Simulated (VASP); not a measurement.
# Se (P3_121) in VASP: a series of runs

Se is run at these levels: LDA; tasks: relaxation of cell and atoms.

Program: VASP 6.6.1. These are calculated values, not measurements. Logs are shortened: lines on timing, memory, paths and dates and some standing lists are left out, and cuts for length are marked.

## (1) The cell of the first run

It takes space group P3_121 (No. 152, trigonal). Conventional cell: a = 4.366 Å, b = 4.366 Å, c = 4.954 Å, α = 90.00°, β = 90.00°, γ = 120.00°. Within 3.1 Å of Se (site symmetry 2) lie 2 Se at 2.37 Å.

## (2) Relaxation of cell and atoms, LDA

File INCAR:

```
SYSTEM = Se
PREC     = Accurate       ! precision mode
ENCUT    = 600            ! plane-wave cutoff, eV
EDIFF    = 1E-6           ! SCF threshold, eV
ISMEAR   = 0              ! smearing method
SIGMA    = 0.02           ! smearing width, eV
LREAL    = .False.        ! projectors in reciprocal space
LASPH    = .True.         ! aspherical terms in the spheres
NELM     = 60             ! most SCF steps
ALGO     = Normal         ! electronic algorithm
ISIF     = 3              ! what is computed and relaxed
LWAVE    = .False.        ! write WAVECAR
LCHARG   = .False.        ! write CHGCAR
GGA      = CA             ! functional
IBRION   = 2              ! ionic algorithm
NSW      = 100            ! ionic steps
EDIFFG   = -0.005         ! ionic threshold
```

File KPOINTS:

```
regular mesh
0
Gamma
  9 9 6
  0 0 0
```

File POSCAR:

```
Se
1.0
    4.3662000000      0.0000000000      0.0000000000
   -2.1831000000      3.7812401180      0.0000000000
    0.0000000000      0.0000000000      4.9536000000
Se
3
Direct
    0.2254000000      0.0000000000      0.3333333333
    0.0000000000      0.2254000000      0.6666666667
    0.7746000000      0.7746000000      0.0000000000
```

Potentials or basis: VASP PAW LDA potentials, release 64 (Se).

Command:

```sh
> cat potpaw_LDA.64/Se/POTCAR > POTCAR
> mpirun -np 1 vasp_std > vasp.out
```

OUTCAR:

```text
SYSTEM = Se
   PREC = Accurate
   ENCUT = 600
   EDIFF = 1E-6
   ISMEAR = 0
   LREAL = .False.
   LASPH = .True.
   NELM = 60
   ISIF = 3
   GGA = CA
   IBRION = 2
   NSW = 100
   EDIFFG = -0.005

 ion  position               nearest neighbor table
   1  0.225  0.000  0.333-   3 2.37   2 2.37
   2  0.000  0.225  0.667-   3 2.37   1 2.37
   3  0.775  0.775  0.000-   2 2.37   1 2.37

  LATTYP: Found a hexagonal cell.
 ALAT       =     4.3662000000
 C/A-ratio  =     1.1345334616

  Lattice vectors:

 A1 = (   4.3662000000,   0.0000000000,   0.0000000000)
 A2 = (  -2.1831000000,   3.7812401180,   0.0000000000)
 A3 = (   0.0000000000,   0.0000000000,   4.9536000000)

Analysis of symmetry for initial positions (statically):
=====================================================================
 Subroutine PRICEL returns:
 Original cell was already a primitive cell.

 Routine SETGRP: Setting up the symmetry group for a
 hexagonal supercell.

 Subroutine GETGRP returns: Found  6 space group operations
 (whereof  2 operations were pure point group operations)
 out of a pool of 24 trial point group operations.

The static configuration has the point symmetry C_2 .
 The point group associated with its full space group is D_3 .

Analysis of symmetry for dynamics (positions and initial velocities):
=====================================================================
 Subroutine PRICEL returns:
 Original cell was already a primitive cell.

 Routine SETGRP: Setting up the symmetry group for a
 hexagonal supercell.

 Subroutine GETGRP returns: Found  6 space group operations
 (whereof  2 operations were pure point group operations)
 out of a pool of 24 trial point group operations.

The dynamic configuration has the point symmetry C_2 .
 The point group associated with its full space group is D_3 .

 Subroutine INISYM returns: Found  6 space group operations
 (whereof  2 operations are pure point group operations),
 and found     1 'primitive' translations

----------------------------------------------------------------------------------------

                                     Primitive cell

  volume of cell :      81.7822

  direct lattice vectors                    reciprocal lattice vectors
     4.366200000  0.000000000  0.000000000     0.229032110  0.132231751  0.000000000
    -2.183100000  3.781240118  0.000000000     0.000000000  0.264463501  0.000000000
     0.000000000  0.000000000  4.953600000     0.000000000  0.000000000  0.201873385

  length of vectors
[... 83 lines left out ...]
   NELM   =     60;   NELMIN=  2; NELMDL= -5     # of ELM steps
   EDIFF  = 0.1E-05   stopping-criterion for ELM
   LREAL  =      F    real-space projection
   EDIFFG = -.5E-02   stopping-criterion for IOM
   NSW    =    100    number of steps for IOM
   IBRION =      2    ionic relax: 0-MD 1-quasi-New 2-CG
   NFREE  =      1    steps in history (QN), initial steepest desc. (CG)
   ISIF   =      3    stress and relaxation
   ISYM   =      2    0-nonsym 1-usesym 2-fastsym
   POTIM  = 0.5000    time-step for ionic-motion
   TEBEG  =    0.0;   TEEND  =   0.0 temperature during run
   PSTRESS=    0.0 pullay stress
   NELECT =      18.0000    total number of electrons
   NUPDOWN=      -1.0000    fix difference up-down
   EMIN   =  10.00;   EMAX   =-10.00  energy-range for DOS
   EFERMI =   0.00;   METHOD = LEGACY
   ISMEAR =     0;   SIGMA  =   0.02  broadening in eV -4-tet -1-fermi 0-gaus
   EFERMI_NEDOS =   21; number of points for ismear=-14 and -15
   IALGO  =     38    algorithm
   IMIX   =      4    mixing-type and parameters
     AMIX     =   0.40;   BMIX     =  1.00
     AMIX_MAG =   1.60;   BMIX_MAG =  1.00
  volume/ion in A,a.u.               =      27.26       183.96
  Fermi-wavevector in a.u.,A,eV,Ry     =   0.988430  1.867862 13.292817  0.976995
  Thomas-Fermi vector in A             =   2.119956
   LORBIT       =      0    0 simple, 1 ext, 2 COOP (PROOUT), +10 PAW based schemes
   GGA     = CA    functional components
   LHFCALC =     F    Hartree Fock is set to
   AEXX    =    0.0000 exact exchange contribution
   IVDW    =     0    specifies the selected vdW correction
   LEPSILON=     F    determine dielectric tensor
   LRPA    =     F    only Hartree local field effects (RPA)
 conjugate gradient relaxation of ions
 non-spin polarized calculation
 Gauss-broadening in eV      SIGMA  =   0.02
  energy-cutoff  :      600.00
  volume of cell :       81.78
 maximum number of plane-waves:      2756
 NGX is ok and might be reduce to    36
   NGX = 17   NGY = 17   NGZ = 19

--------------------------------------- Ionic step        1  -------------------------------------------

 number of electron      17.9999999 magnetization

 Free energy of the ion-electron system (eV)
  ---------------------------------------------------
  ext. energy  EPLUGINS =         0.00000000
  ---------------------------------------------------
  free energy    TOTEN  =       -12.32423452 eV

  energy without entropy =      -12.32423452  energy(sigma->0) =      -12.32423452

------------------------ aborting loop because EDIFF is reached ----------------------------------------

  FORCE on cell =-STRESS in cart. coord.  units (eV):
  Direction    XX          YY          ZZ          XY          YZ          ZX
  --------------------------------------------------------------------------------------
  -------------------------------------------------------------------------------------
  Total       -0.7920150     -0.7920150     -0.0514919     -0.0000000     -0.0000000     -0.0000000
  in kB      -15.5161938    -15.5161938     -1.0087663     -0.0000000     -0.0000000     -0.0000000
  external PRESSURE =     -10.6803846 kB  Pullay stress =       0.0000000 kB
[... 476 lines left out ...]
      2      -8.2523      2.00000
      3      -6.4055      2.00000
      4      -0.9663      2.00000
      5      -0.2113      2.00000
      6       1.0216      2.00000
      7       2.6992      2.00000
      8       3.6989      2.00000
      9       4.3764      2.00000
     10       6.1604      0.00000
     11       6.8755      0.00000
     12       7.3391      0.00000
     13       9.6929      0.00000

 [... further k-points ...]

[... ionic steps 4 to 15 ...]

--------------------------------------- Ionic step       16  -------------------------------------------

 number of electron      18.0000000 magnetization

 E-fermi :   4.5614     XC(G=0):  -9.9999
[... 462 lines left out ...]
--------------------------------------- Ionic step       18  -------------------------------------------

 number of electron      18.0000000 magnetization

 Free energy of the ion-electron system (eV)
  ---------------------------------------------------
  ext. energy  EPLUGINS =         0.00000000
  ---------------------------------------------------
  free energy    TOTEN  =       -12.47830702 eV

  energy without entropy =      -12.47830702  energy(sigma->0) =      -12.47830702

 E-fermi :   4.6055     XC(G=0): -10.0124

 val. band max:        4.4546528317   @ k =   0.3333   0.3333   0.5000
 cond. band min:       4.7214836985   @ k =   0.3333   0.3333   0.5000
 fundamental gap:      0.2668308668
 Fermi energy:         4.6054977152
[... 414 lines left out ...]
  FREE ENERGIE OF THE ION-ELECTRON SYSTEM (eV)
  ---------------------------------------------------
  free  energy   TOTEN  =       -12.4783070161 eV

  energy  without entropy=      -12.4783070161  energy(sigma->0) =      -12.47830702

 reached required accuracy - stopping structural energy minimisation
```

CONTCAR:

```text
Se
   1.00000000000000
     3.9449628897197595   -0.0000000000000000   -0.0000000000000000
    -1.9724814448598798    3.4164380794816083    0.0000000000000000
    -0.0000000000000000   -0.0000000000000000    5.1258398574741673
  Se
     3
Direct
     0.2563314134189033    0.0000000000000000    0.3333333332999970
     0.0000000000000006    0.2563314134189048    0.6666666667000030
     0.7436685865810962    0.7436685865810954    0.0000000000000000

  0.00000000E+00  0.00000000E+00  0.00000000E+00
  0.00000000E+00  0.00000000E+00  0.00000000E+00
  0.00000000E+00  0.00000000E+00  0.00000000E+00
```

Wall time 14 min (1 thread of Oxide Virtual Turin-like, shared host); peak memory 0.2 GiB.

What came out:

```yaml
Free_energy: -12.4783 eV
Relaxed_volume: 23.03 Å³/atom
Relaxed_cell: a = 3.945 Å, b = 3.945 Å, c = 5.126 Å, α = 90.00°, β = 90.00°, γ = 120.00°
Space_group_after_relaxing_to_0.1_Å: P3_121 (No. 152)
Energy_gained_by_relaxing: 51.4 meV/atom
Ionic_steps: 18
Pressure_after_relaxing: 0.0 GPa
Band_gap_on_the_k_mesh: 0.27 eV
```

The path:
```
step  energy change (eV)  largest force (eV/Å)  pressure (GPa)  volume (Å³)
   1              0.0000                0.2630           -1.07        81.78
   2             -0.0285                0.3225           -0.58        79.65
   3             -0.0840                0.5164            1.66        73.42
   4              0.0882                0.8799           11.28        61.76
   5             -0.0778                0.6500            2.81        71.88
   6             -0.0866                0.6023            2.66        71.59
   7             -0.1091                0.4715            2.33        70.73
   8             -0.1371                0.2563            1.91        68.99
   9             -0.1308                0.0293            2.17        65.50
  10             -0.1440                0.1142            1.90        67.39
  11             -0.1499                0.0696            1.15        68.15
  12             -0.1532                0.0180           -0.18        69.63
  13             -0.1533                0.0030            0.04        69.38
  14             -0.1533                0.0005            0.07        69.34
  15             -0.1535                0.0005            0.06        69.31
  16             -0.1538                0.0008            0.05        69.25
  17             -0.1541                0.0011            0.01        69.11
  18             -0.1541                0.0011            0.01        69.08
```

Final structure:
```
Se
1.0
     3.94496    0.00000    0.00000
    -1.97248    3.41644    0.00000
     0.00000    0.00000    5.12584
Se
3
Direct
  0.25633 0.00000 0.33333
  0.00000 0.25633 0.66667
  0.74367 0.74367 0.00000
```

Caveat: the volume moved by over 15 % at a fixed basis, so the end points are rough.

## (3) Relaxation of cell and atoms, LDA

This run uses another cell than the first one, of 23.04 Å³/atom.

Edit INCAR of step 2 so:

```diff
@@ -3,8 +3,8 @@
 ENCUT    = 600            ! plane-wave cutoff, eV
-EDIFF    = 1E-6           ! SCF threshold, eV
+EDIFF    = 1E-7           ! SCF threshold, eV
 ISMEAR   = 0              ! smearing method
-SIGMA    = 0.02           ! smearing width, eV
+SIGMA    = 0.01           ! smearing width, eV
 LREAL    = .False.        ! projectors in reciprocal space
 LASPH    = .True.         ! aspherical terms in the spheres
-NELM     = 60             ! most SCF steps
+NELM     = 80             ! most SCF steps
 ALGO     = Normal         ! electronic algorithm
```

File KPOINTS:

```
regular mesh
0
Gamma
  12 12 8
  0 0 0
```

File POSCAR:

```
Se
1.0
    3.9486699383      0.0000000000      0.0000000000
   -1.9743349691      3.4196484777      0.0000000000
    0.0000000000      0.0000000000      5.1180211016
Se
3
Direct
    0.2553455648      0.0000000000      0.3333333333
    0.0000000000      0.2553455648      0.6666666667
    0.7446544352      0.7446544352      0.0000000000
```

Potentials or basis: VASP PAW LDA potentials, release 64 (Se).

Command:

```sh
> cat potpaw_LDA.64/Se/POTCAR > POTCAR
> mpirun -np 1 vasp_std > vasp.out
```

Run time: 7.8 min. Hardware: 1 thread of Oxide Virtual Turin-like, shared host; peak memory 0.22 GiB.

Results (log left out):

- Free energy: -12.4783 eV
- Relaxed volume: 23.05 Å³/atom
- Relaxed cell: a = 3.947 Å, b = 3.947 Å, c = 5.126 Å, α = 90.00°, β = 90.00°, γ = 120.00°
- Space group after relaxing (to 0.1 Å): P3_121 (No. 152)
- Energy gained by relaxing: 0.1 meV/atom
- Ionic steps: 5
- Pressure after relaxing: 0.0 GPa
- Largest force after relaxing: 0.003 eV/Å
- Band gap on the k mesh: 0.27 eV

Forces on the atoms (eV/Å):
```
Se   0.003  0.000  0.000
Se  -0.002  0.003  0.000
Se  -0.002 -0.003  0.000
```

Step by step:
```
step  energy change (eV)  largest force (eV/Å)  pressure (GPa)  volume (Å³)
   1              0.0000                0.0340            0.21        69.11
   2             -0.0001                0.0099           -0.22        69.41
   3             -0.0002                0.0090           -0.03        69.28
   4             -0.0002                0.0075           -0.03        69.25
   5             -0.0002                0.0030           -0.01        69.15
```

Final structure:
```
Se
1.0
     3.94674    0.00000    0.00000
    -1.97337    3.41797    0.00000
     0.00000    0.00000    5.12626
Se
3
Direct
  0.25606 0.00000 0.33333
  0.00000 0.25606 0.66667
  0.74394 0.74394 0.00000
```

Levels at points of the mesh, in eV from the valence-band top:
| k point | band 5 | band 6 | band 7 | band 8 | band 9 | band 10 | band 11 | band 12 | band 13 |
| --- | --- | --- | --- | --- | --- | --- | --- | --- | --- |
| (0.00, 0.00, 0.00) | -3.42 | -3.42 | -1.98 | -1.98 | -0.72 | 1.30 | 1.30 | 1.98 | 6.17 |
| (0.50, 0.00, 0.00) | -5.27 | -4.13 | -4.02 | -1.45 | -1.01 | 1.21 | 1.39 | 3.89 | 4.33 |
| (0.00, 0.00, 0.50) | -3.18 | -3.18 | -1.52 | -1.34 | -1.34 | 0.71 | 0.71 | 0.72 | 5.24 |
| (0.50, 0.00, 0.50) | -4.50 | -4.41 | -2.76 | -2.29 | -0.19 | 1.08 | 2.36 | 2.99 | 5.72 |

A k mesh can miss the band edges.
